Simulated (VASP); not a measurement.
# Ti (Im-3m) in VASP: notebook

Runs on Ti. Level: PBE. Tasks: single point, relaxation of cell and atoms.

Everything below comes from runs of VASP 6.6.1. Logs are shortened: lines on timing, memory, paths and dates and some standing lists are left out, and cuts for length are marked.

### 1 The cell of the first run

The structure is cubic, space group Im-3m (No. 229). The conventional cell has a = 3.255 Å, b = 3.255 Å, c = 3.255 Å, α = 90.00°, β = 90.00°, γ = 90.00°. Within 3.7 Å of Ti (site symmetry m-3m) lie 14 Ti at 2.82 to 3.26 Å.

This isn't the form of Ti at room conditions, which is hcp.

### 2 Single point, PBE

INCAR reads:

```
  PREC = Accurate
  ENCUT = 520
  EDIFF = 1E-6
  ISMEAR = 0
  SIGMA = 0.1
  LREAL = False
  LASPH = True
  NELM = 80
  ALGO = Normal
  ISIF = 2
  LWAVE = False
  LCHARG = True
  GGA = PE
  LELF = True
  LVHAR = True
  NBANDS = 12
```

KPOINTS reads:

```
Automatic mesh
0
Gamma
  16 16 16
```

POSCAR reads:

```
Ti
1.0
   -1.6275344229      1.6275344229      1.6275344229
    1.6275344229     -1.6275344229      1.6275344229
    1.6275344229      1.6275344229     -1.6275344229
Ti
1
Direct
    0.0000000000      0.0000000000      0.0000000000
```

Potentials or basis: VASP PAW PBE potentials, release 64 (Ti_sv).

Started as:

```sh
> cat potpaw_PBE.64/Ti_sv/POTCAR > POTCAR
> mpirun -np 1 vasp_std > vasp.out
```

OUTCAR:

```text
PREC = Accurate
   ENCUT = 520
   EDIFF = 1E-6
   ISMEAR = 0
   LREAL = False
   LASPH = True
   NELM = 80
   ISIF = 2
   GGA = PE

 ion  position               nearest neighbor table
   1  0.000  0.000  0.000-

  LATTYP: Found a body centered cubic cell.
 ALAT       =     3.2550688458

  Lattice vectors:

 A1 = (  -1.6275344229,   1.6275344229,   1.6275344229)
 A2 = (   1.6275344229,  -1.6275344229,   1.6275344229)
 A3 = (   1.6275344229,   1.6275344229,  -1.6275344229)

Analysis of symmetry for initial positions (statically):
=====================================================================
 Subroutine PRICEL returns:
 Original cell was already a primitive cell.

 Routine SETGRP: Setting up the symmetry group for a
 body centered cubic supercell.

 Subroutine GETGRP returns: Found 48 space group operations
 (whereof 48 operations were pure point group operations)
 out of a pool of 48 trial point group operations.

The static configuration has the point symmetry O_h .

Analysis of symmetry for dynamics (positions and initial velocities):
=====================================================================
 Subroutine PRICEL returns:
 Original cell was already a primitive cell.

 Routine SETGRP: Setting up the symmetry group for a
 body centered cubic supercell.

 Subroutine GETGRP returns: Found 48 space group operations
 (whereof 48 operations were pure point group operations)
 out of a pool of 48 trial point group operations.

The dynamic configuration has the point symmetry O_h .

 Subroutine INISYM returns: Found 48 space group operations
 (whereof 48 operations are pure point group operations),
 and found     1 'primitive' translations

----------------------------------------------------------------------------------------

                                     Primitive cell

  volume of cell :      17.2445

  direct lattice vectors                    reciprocal lattice vectors
    -1.627534423  1.627534423  1.627534423     0.000000000  0.307213164  0.307213164
     1.627534423 -1.627534423  1.627534423     0.307213164  0.000000000  0.307213164
     1.627534423  1.627534423 -1.627534423     0.307213164  0.307213164  0.000000000

  length of vectors
     2.818972312  2.818972312  2.818972312     0.434465023  0.434465023  0.434465023

  position of ions in fractional coordinates (direct lattice)
     0.000000000  0.000000000  0.000000000

  ion indices of the primitive-cell ions
   primitive index   ion index
                 1           1

----------------------------------------------------------------------------------------

 KPOINTS: Automatic mesh

Automatic generation of k-mesh.
 Grid dimensions read from file:
 generate k-points for:   16   16   16

 Generating k-lattice:

  Cartesian coordinates                     Fractional coordinates (reciprocal lattice)
     0.000000000  0.019200823  0.019200823     0.062500000  0.000000000  0.000000000
     0.019200823  0.000000000  0.019200823     0.000000000  0.062500000  0.000000000
     0.019200823  0.019200823  0.000000000     0.000000000  0.000000000  0.062500000

  Length of vectors
     0.027154064  0.027154064  0.027154064

  Shift w.r.t. Gamma in fractional coordinates (k-lattice)
     0.000000000  0.000000000  0.000000000

 Subroutine IBZKPT returns following result:
 ===========================================

 Found    145 irreducible k-points:

 Following reciprocal coordinates:
            Coordinates               Weight
  0.000000  0.000000  0.000000      1.000000
  0.062500  0.000000  0.000000     12.000000
  0.125000  0.000000  0.000000     12.000000
  0.187500  0.000000  0.000000     12.000000
  0.250000  0.000000  0.000000     12.000000
  0.312500  0.000000  0.000000     12.000000
[... 16 lines left out ...]
  0.187500  0.187500  0.000000     24.000000
  0.250000  0.187500  0.000000     48.000000
 [... further k-points ...]
   k-points           NKPTS =    145   k-points in BZ     NKDIM =    145   number of bands    NBANDS=     12
   number of dos      NEDOS =    301   number of ions     NIONS =      1
   total plane-waves  NPLWV =  13824
   dimension x,y,z NGX =    24 NGY =   24 NGZ =   24
   dimension x,y,z NGXF=    48 NGYF=   48 NGZF=   48
   ions per type =               1
   NGX,Y,Z   is equivalent  to a cutoff of  14.15, 14.15, 14.15 a.u.
   NGXF,Y,Z  is equivalent  to a cutoff of  28.31, 28.31, 28.31 a.u.
 SYSTEM =  unknown system
   PREC   = accura    normal or accurate (medium, high low for compatibility)
   ISTART =      0    job   : 0-new  1-cont  2-samecut
   ICHARG =      2    charge: 1-file 2-atom 10-const
   ISPIN  =      1    spin polarized calculation?
   LNONCOLLINEAR =      F non collinear calculations
   LSORBIT =      F    spin-orbit coupling
   LASPH  =      T    aspherical Exc in radial PAW
   ENCUT  =  520.0 eV  38.22 Ry    6.18 a.u.   5.24  5.24  5.24*2*pi/ulx,y,z
   NELM   =     80;   NELMIN=  2; NELMDL= -5     # of ELM steps
   EDIFF  = 0.1E-05   stopping-criterion for ELM
   LREAL  =      F    real-space projection
   EDIFFG = 0.1E-04   stopping-criterion for IOM
   NSW    =      0    number of steps for IOM
   IBRION =     -1    ionic relax: 0-MD 1-quasi-New 2-CG
   NFREE  =      0    steps in history (QN), initial steepest desc. (CG)
   ISIF   =      2    stress and relaxation
   ISYM   =      2    0-nonsym 1-usesym 2-fastsym
   POTIM  = 0.5000    time-step for ionic-motion
   TEBEG  =    0.0;   TEEND  =   0.0 temperature during run
   PSTRESS=    0.0 pullay stress
   NELECT =      12.0000    total number of electrons
   NUPDOWN=      -1.0000    fix difference up-down
   EMIN   =  10.00;   EMAX   =-10.00  energy-range for DOS
   EFERMI =   0.00;   METHOD = LEGACY
   ISMEAR =     0;   SIGMA  =   0.10  broadening in eV -4-tet -1-fermi 0-gaus
   EFERMI_NEDOS =   21; number of points for ismear=-14 and -15
   IALGO  =     38    algorithm
   IMIX   =      4    mixing-type and parameters
     AMIX     =   0.40;   BMIX     =  1.00
     AMIX_MAG =   1.60;   BMIX_MAG =  1.00
  volume/ion in A,a.u.               =      17.24       116.37
  Fermi-wavevector in a.u.,A,eV,Ry     =   1.450725  2.741473 28.634859  2.104603
  Thomas-Fermi vector in A             =   2.568304
   LORBIT       =      0    0 simple, 1 ext, 2 COOP (PROOUT), +10 PAW based schemes
   GGA     = PE    functional components
   LHFCALC =     F    Hartree Fock is set to
   AEXX    =    0.0000 exact exchange contribution
   IVDW    =     0    specifies the selected vdW correction
   LEPSILON=     F    determine dielectric tensor
   LRPA    =     F    only Hartree local field effects (RPA)
 non-spin polarized calculation
 Gauss-broadening in eV      SIGMA  =   0.10
  energy-cutoff  :      520.00
  volume of cell :       17.24
 maximum number of plane-waves:       476
 NGX is ok and might be reduce to    24

 number of electron      11.9999997 magnetization

 Free energy of the ion-electron system (eV)
  ---------------------------------------------------
  ext. energy  EPLUGINS =         0.00000000
  ---------------------------------------------------
  free energy    TOTEN  =        -7.73088005 eV

  energy without entropy =       -7.72096239  energy(sigma->0) =       -7.72592122

 E-fermi :   8.1647     XC(G=0): -11.5269

 val. band max:        8.1496303197   @ k =   0.3125   0.0000   0.0000
 cond. band min:       8.1796221285   @ k =   0.3125   0.1250   0.1250
 fundamental gap:      0.0299918088
 Fermi energy:         8.1646773834

 k-point     1 :       0.0000    0.0000    0.0000
  band No.  band energies     occupation
      1     -48.3529      2.00000
      2     -24.2012      2.00000
      3     -24.2012      2.00000
      4     -24.2012      2.00000
      5       2.1912      2.00000
      6       9.1581      0.00000
      7       9.1581      0.00000
      8       9.1581      0.00000
      9      10.9308      0.00000
     10      10.9308      0.00000
     11      25.6230      0.00000
     12      25.6230      0.00000

 k-point     2 :       0.0625    0.0000    0.0000
  band No.  band energies     occupation
      1     -48.3478      2.00000
      2     -24.2285      2.00000
      3     -24.2096      2.00000
      4     -24.2014      2.00000
      5       2.3261      2.00000
      6       9.0962      0.00000
      7       9.1410      0.00000
      8       9.2561      0.00000
      9      10.8582      0.00000
     10      10.9344      0.00000
     11      25.4182      0.00000
     12      25.6105      0.00000

 k-point     3 :       0.1250    0.0000    0.0000
  band No.  band energies     occupation
      1     -48.3333      2.00000
      2     -24.3057      2.00000
      3     -24.2334      2.00000
      4     -24.2019      2.00000
      5       2.7185      2.00000
      6       8.9248      0.00000
      7       9.0618      0.00000
      8       9.5431      0.00000
      9      10.7052      0.00000
     10      10.9485      0.00000
     11      24.7568      0.00000
     12      25.4367      0.00000
[... 286 lines left out ...]
 k-point    23 :       0.1875    0.1875    0.0000
  band No.  band energies     occupation
      1     -48.2539      2.00000
      2     -24.6683      2.00000
      3     -24.3623      2.00000
      4     -24.2499      2.00000
      5       5.1438      2.00000
      6       8.0288      1.94528
      7       8.2785      0.10749
      8      10.5034      0.00000
      9      11.2531      0.00000
     10      11.6446      0.00000
     11      21.3041      0.00000
     12      21.5089      0.00000

 k-point    24 :       0.2500    0.1875    0.0000
  band No.  band energies     occupation
      1     -48.2335      2.00000
      2     -24.7377      2.00000
      3     -24.4189      2.00000
      4     -24.2588      2.00000
      5       5.8255      2.00000
      6       7.7977      2.00000
      7       8.1882      0.73979
      8      10.6216      0.00000
      9      11.3151      0.00000
     10      12.4051      0.00000
     11      19.6863      0.00000
     12      20.7207      0.00000

 [... further k-points ...]

------------------------ aborting loop because EDIFF is reached ----------------------------------------

  FORCE on cell =-STRESS in cart. coord.  units (eV):
  Direction    XX          YY          ZZ          XY          YZ          ZX
  --------------------------------------------------------------------------------------
  -------------------------------------------------------------------------------------
  Total       -0.0339402     -0.0339402     -0.0339402      0.0000000     -0.0000000      0.0000000
  in kB       -3.1533668     -3.1533668     -3.1533668      0.0000000     -0.0000000      0.0000000
  external PRESSURE =      -3.1533668 kB  Pullay stress =       0.0000000 kB

 VOLUME and BASIS-vectors are now :
 -----------------------------------------------------------------------------
  energy-cutoff  :      520.00
  volume of cell :       17.24
      direct lattice vectors                 reciprocal lattice vectors
    -1.627534423  1.627534423  1.627534423     0.000000000  0.307213164  0.307213164
     1.627534423 -1.627534423  1.627534423     0.307213164  0.000000000  0.307213164
     1.627534423  1.627534423 -1.627534423     0.307213164  0.307213164  0.000000000

 POSITION                                       TOTAL-FORCE (eV/Angst)
 -----------------------------------------------------------------------------------
      0.00000      0.00000      0.00000        -0.000000      0.000000     -0.000000
 -----------------------------------------------------------------------------------
    total drift:                                0.000000      0.000000      0.000000

  FREE ENERGIE OF THE ION-ELECTRON SYSTEM (eV)
  ---------------------------------------------------
  free  energy   TOTEN  =        -7.7308800485 eV

  energy  without entropy=       -7.7209623907  energy(sigma->0) =       -7.72592122
```

It took 8.5 s on 1 thread of Intel Xeon 6975P-C (Granite Rapids), shared host; peak memory 0.15 GiB.

Results:

| Property | Result |
| --- | --- |
| Free energy | -7.7309 eV |
| Pressure | -0.3 GPa |
| Band gap on the k mesh | zero (bands 6 and 7 overlap by 1.63 eV) |

Levels at points of the mesh, in eV from the Fermi level:
```
           k point  band 2  band 3  band 4  band 5  band 6  band 7  band 8  band 9  band 10  band 11
(0.00, 0.00, 0.00)  -32.37  -32.37  -32.37   -5.97    0.99    0.99    0.99    2.77     2.77    17.46
(0.50, 0.00, 0.00)  -33.05  -32.58  -32.37   -2.47   -0.40    1.16    2.76    3.11     4.30     8.84
(0.50, 0.50, 0.50)  -32.84  -32.84  -32.84   -2.13   -2.13    3.95    3.95    3.95     8.43     8.43
```

### 3 Relaxation of cell and atoms, PBE

This run uses another cell than the first one, of 17.68 Å³/atom.

INCAR reads:

```
PREC     = Accurate       # precision mode
ENCUT    = 600            # plane-wave cutoff, eV
EDIFF    = 1E-6           # SCF threshold, eV
ISMEAR   = 0              # smearing method
SIGMA    = 0.1            # smearing width, eV
LREAL    = F              # projectors in reciprocal space
LASPH    = T              # aspherical terms in the spheres
NELM     = 100            # most SCF steps
ALGO     = Normal         # electronic algorithm
ISIF     = 3              # what is computed and relaxed
LWAVE    = F              # write WAVECAR
LCHARG   = F              # write CHGCAR
GGA      = PE             # functional
IBRION   = 2              # ionic algorithm
NSW      = 90             # ionic steps
EDIFFG   = -0.02          # ionic threshold
```

KPOINTS is that of step 2.

POSCAR reads:

```
Ti
1.0
   -1.6410000000      1.6410000000      1.6410000000
    1.6410000000     -1.6410000000      1.6410000000
    1.6410000000      1.6410000000     -1.6410000000
Ti
1
Direct
    0.0000000000      0.0000000000      0.0000000000
```

Potentials or basis: VASP PAW PBE potentials, release 64 (Ti_sv).

Started as:

```sh
> cat potpaw_PBE.64/Ti_sv/POTCAR > POTCAR
> mpirun -np 1 vasp_std > vasp.out
```

OUTCAR:

```text
PREC = Accurate
   ENCUT = 600
   EDIFF = 1E-6
   ISMEAR = 0
   LREAL = F
   LASPH = T
   NELM = 100
   ISIF = 3
   GGA = PE
   IBRION = 2
   NSW = 90
   EDIFFG = -0.02

 ion  position               nearest neighbor table
   1  0.000  0.000  0.000-

  LATTYP: Found a body centered cubic cell.
 ALAT       =     3.2820000000

  Lattice vectors:

 A1 = (  -1.6410000000,   1.6410000000,   1.6410000000)
 A2 = (   1.6410000000,  -1.6410000000,   1.6410000000)
 A3 = (   1.6410000000,   1.6410000000,  -1.6410000000)

Analysis of symmetry for initial positions (statically):
=====================================================================
 Subroutine PRICEL returns:
 Original cell was already a primitive cell.

 Routine SETGRP: Setting up the symmetry group for a
 body centered cubic supercell.
[... 247 lines left out ...]

 val. band max:        8.1811495752   @ k =   0.3125   0.0000   0.0000
 cond. band min:       8.2161736615   @ k =   0.3125   0.1250   0.1250
 fundamental gap:      0.0350240863
 Fermi energy:         8.1979200679

 k-point     1 :       0.0000    0.0000    0.0000
  band No.  band energies     occupation
      1     -48.3133      2.00000
      2     -24.1583      2.00000
      3     -24.1583      2.00000
      4     -24.1583      2.00000
      5       2.2185      2.00000
      6       9.1940      0.00000
      7       9.1940      0.00000
      8       9.1940      0.00000
      9      10.9736      0.00000
     10      10.9736      0.00000
[... 287 lines left out ...]
 k-point    24 :       0.2500    0.1875   -0.0000
  band No.  band energies     occupation
      1     -48.1923      2.00000
      2     -24.7003      2.00000
      3     -24.3782      2.00000
      4     -24.2165      2.00000
      5       5.8579      2.00000
      6       7.8285      2.00000
      7       8.2213      0.74119
      8      10.6633      0.00000
      9      11.3604      0.00000
     10      12.4554      0.00000

 [... further k-points ...]
[... 5 lines left out ...]
  --------------------------------------------------------------------------------------
  -------------------------------------------------------------------------------------
  Total        0.0006782      0.0006782      0.0006782      0.0000000      0.0000000     -0.0000000
  in kB        0.0632109      0.0632109      0.0632109      0.0000000      0.0000000     -0.0000000
  external PRESSURE =       0.0632109 kB  Pullay stress =       0.0000000 kB
[... 16 lines left out ...]
  FREE ENERGIE OF THE ION-ELECTRON SYSTEM (eV)
  ---------------------------------------------------
  free  energy   TOTEN  =        -7.7309548782 eV

  energy  without entropy=       -7.7211395590  energy(sigma->0) =       -7.72604722

 reached required accuracy - stopping structural energy minimisation
```

It took 19 s on 1 thread of Intel Xeon 6975P-C (Granite Rapids), shared host; peak memory 0.16 GiB.

What came out:

```
Free energy                           : -7.7310 eV
Relaxed volume                        : 17.19 Å³/atom
Relaxed cell                          : a = 2.816 Å, b = 2.816 Å, c = 2.816 Å, α = 109.47°, β = 109.47°, γ = 109.47°
Space group after relaxing (to 0.1 Å) : Im-3m (No. 229)
Energy gained by relaxing             : 4.3 meV/atom
Ionic steps                           : 3
Pressure after relaxing               : 0.0 GPa
Band gap on the k mesh                : zero (bands 6 and 7 overlap by 1.63 eV)
```

Step by step:
```tsv
step	energy change (eV)	largest force (eV/Å)	pressure (GPa)	volume (Å³)
1	0.0000	0.0000	-2.79	17.68
2	-0.0027	0.0000	1.84	16.90
3	-0.0043	0.0000	0.01	17.19
```

Final structure:
```
Ti
1.0
    -1.62581    1.62581    1.62581
     1.62581   -1.62581    1.62581
     1.62581    1.62581   -1.62581
Ti
1
Direct
  0.00000 0.00000 0.00000
```

Levels at points of the mesh, in eV from the Fermi level:
```
           k point  band 4  band 5  band 6  band 7  band 8  band 9
(0.00, 0.00, 0.00)  -32.36   -5.98    1.00    1.00    1.00    2.78
(0.50, 0.00, 0.00)  -32.36   -2.48   -0.41    1.17    2.77    3.12
(0.50, 0.50, 0.50)  -32.83   -2.14   -2.14    3.97    3.97    3.97
```

### 4 Single point, PBE

This run uses another cell than the first one: it holds 8 atoms, not 1.

INCAR reads:

```
SYSTEM = Ti
PREC = Accurate
ENCUT = 520
EDIFF = 1E-6
ISMEAR = 0
SIGMA = 0.1
LREAL = .False.
LASPH = .True.
NELM = 100
ALGO = Fast
ISIF = 2
LWAVE = .False.
LCHARG = .True.
GGA = PE
LELF = .True.
LVHAR = .True.
NBANDS = 58
```

KPOINTS reads:

```
regular mesh
0
Gamma
  6 6 6
  0 0 0
```

POSCAR reads:

```
Ti
1.0
   -3.2550688458      3.2550688458      3.2550688458
    3.2550688458     -3.2550688458      3.2550688458
    3.2550688458      3.2550688458     -3.2550688458
Ti
8
Direct
    0.0000000000      0.0000000000      0.0000000000
    0.0000000000      0.0000000000      0.5000000000
    0.0000000000      0.5000000000      0.0000000000
    0.0000000000      0.5000000000      0.5000000000
    0.5000000000      0.0000000000      0.0000000000
    0.5000000000      0.0000000000      0.5000000000
    0.5000000000      0.5000000000      0.0000000000
    0.5000000000      0.5000000000      0.5000000000
```

Started as:

```sh
> cat potpaw_PBE.64/Ti_sv/POTCAR > POTCAR
> mpirun -np 1 vasp_std > vasp.out
```

It took 7 min on 1 thread of Intel Xeon 6975P-C (Granite Rapids), shared host; peak memory 0.31 GiB.

It converged, with:

```yaml
Free_energy: -61.8490 eV
Pressure: -0.4 GPa
Band_gap_on_the_k_mesh: zero (bands 48 and 49 overlap by 1.19 eV)
```

Levels at points of the mesh, in eV from the Fermi level:
| k point | band 43 | band 44 | band 45 | band 46 | band 47 | band 48 | band 49 | band 50 | band 51 | band 52 |
| --- | --- | --- | --- | --- | --- | --- | --- | --- | --- | --- |
| (0.00, 0.00, 0.00) | -0.41 | -0.41 | -0.41 | -0.41 | -0.41 | 0.98 | 0.98 | 0.98 | 1.14 | 1.14 |
| (0.50, 0.00, 0.00) | -0.59 | -0.59 | -0.59 | -0.59 | -0.05 | -0.05 | -0.05 | -0.05 | 0.23 | 0.23 |
| (0.50, 0.50, 0.50) | -0.62 | -0.62 | 0.02 | 0.02 | 0.02 | 0.02 | 0.02 | 0.02 | 1.29 | 1.29 |

### 5 Overview

| task | cell | k mesh | cutoff (eV) | gap on the mesh (eV) | pressure (GPa) |
| --- | --- | --- | --- | --- | --- |
| single point | a = 2.819 Å, angles 109.5°, 1 atom, atomic positions A | 16 × 16 × 16 | 520 | none | -0.3 |
| relaxation of cell and atoms | relaxed from a = 2.842 Å, angles 109.5°, 1 atom, atomic positions A | 16 × 16 × 16 | 600 | none | 0.0 |
| single point | a = 5.638 Å, angles 109.5°, 8 atoms, atomic positions B | 6 × 6 × 6 | 520 | none | -0.4 |

Alike in all rows: level PBE; potentials or basis VASP PAW PBE potentials, release 64 (Ti_sv); no spin polarisation; smearing gaussian 0.1 eV.

Absolute energies hang on the potentials; compare differences alone.

The gap in the log of VASP goes by the Fermi energy; the results here count the filled bands.